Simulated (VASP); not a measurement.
Here is a VASP 6.6.1 calculation.

The input INCAR:

```
ALGO = Fast ; EDIFF = 1E-7
ENCUT = 520 ; GGA = PE
ISIF = 2 ; ISMEAR = 0
LASPH = T ; LCHARG = T
LELF = T ; LREAL = F
LVHAR = T ; LWAVE = F
NBANDS = 40 ; NELM = 60
PREC = Accurate ; SIGMA = 0.1
```

The input KPOINTS:

```
k-points
0
Gamma
  12 12 8
```

Contents of POSCAR:

```
GeIrRu3
1.0
    5.0333064886      0.0000000000      0.0000000000
   -2.5166532443      4.3589712841      0.0000000000
    0.0000000000      0.0000000000      4.5745001590
Ge Ru Ir
1 3 1
Direct
    0.0000000000      0.0000000000      0.0000000000
    0.5000000000      0.0000000000      0.0000000000
    0.0000000000      0.5000000000      0.0000000000
    0.5000000000      0.5000000000      0.0000000000
    0.0000000000      0.0000000000      0.5000000000
```

Potentials or basis: VASP PAW PBE potentials, release 64 (Ge_d, Ru_pv, Ir).

Command:

```sh
$ cat potpaw_PBE.64/Ge_d/POTCAR potpaw_PBE.64/Ru_pv/POTCAR potpaw_PBE.64/Ir/POTCAR > POTCAR
$ mpirun -np 1 vasp_std > vasp.out
```

Task: What does it give for the pressure?

Result: 0.3 GPa.

Stress tensor (GPa, compression positive):
```
0.18 0.00 0.00
0.00 0.18 0.00
0.00 0.00 0.47
```
